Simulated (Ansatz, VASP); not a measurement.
## One calculation of AlBN3, two programs

```
CELL_PARAMETERS angstrom
4.58576 0.00000 0.00000
-2.29288 3.97139 0.00000
-2.29288 1.32380 4.70685
ATOMIC_POSITIONS crystal
Al 0.00000 0.00000 0.00000
Al 0.50000 0.50000 0.50000
B 0.25000 0.75000 0.75000
B 0.75000 0.25000 0.25000
N 0.94095 0.75000 0.75000
N 0.25000 0.44095 0.75000
N 0.55905 0.05905 0.75000
N 0.05905 0.25000 0.25000
N 0.75000 0.55905 0.25000
N 0.44095 0.94095 0.25000
```

Alike in both runs: task single point; functional r2SCAN; k mesh 7 × 7 × 7; no spin polarisation.

|  | VASP | Ansatz |
| --- | --- | --- |
| version | VASP 6.6.1 | Ansatz 0.2.0 |
| potentials or method | VASP PAW PBE potentials, release 64 (Al, B, N), cutoff 520 eV | PAW plane waves |
| occupations | fermi-dirac, width 0.1 eV | fermi-dirac |
| valence electrons in the cell | 42 | 42 |

|  | VASP | Ansatz | Ansatz less VASP |
| --- | --- | --- | --- |
| pressure (GPa) | 7.3 | 7.4 | +0.16 |
| traceless stress, the component that is largest in VASP (GPa) | -9.03 | -8.66 | +0.374 |
| rms of the force components (eV/Å) | 0.366 | 0.333 | -0.0325 |

VASP's potentials were made for PBE, not for r2SCAN. Atom by atom the forces differ by 0.032 eV/Å (rms over components). Ansatz's warnings: structure snapped to symmetry.
